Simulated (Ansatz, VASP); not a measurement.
W4C3: VASP beside Ansatz

```
W C
1.0
     2.92177    0.00000    0.00000
    -1.46089    2.53033    0.00000
     0.00000    0.00000   23.54123
W C
4 3
Direct
  0.00000 0.00000 0.31859
  0.00000 0.00000 0.43953
  0.00000 0.00000 0.56047
  0.00000 0.00000 0.68141
  0.66667 0.33333 0.37906
  0.66667 0.33333 0.50000
  0.66667 0.33333 0.62094
```

Alike in both runs: task single point; functional PBE; k mesh 12 × 12 × 1; occupations gaussian, width 0.1 eV; no spin polarisation.

|  | VASP | Ansatz |
| --- | --- | --- |
| version | VASP 6.6.1 | Ansatz 0.2.0 |
| potentials or method | VASP PAW PBE potentials, release 64 (W_sv, C), cutoff 520 eV | scalar-relativistic, plane waves, PAW |
| valence electrons in the cell | 68 | 68 |

|  | VASP | Ansatz | Ansatz less VASP |
| --- | --- | --- | --- |
| gap on the k mesh at the Fermi level (eV) | none | none | - |
| rms of the force components (eV/Å) | 0.419 | 0.428 | +0.0086 |

A gap of «none» marks a metal or a gap that the smearing closes. Ansatz's warnings: xc potential rough in thin density.

Spin-orbit coupling is off throughout.
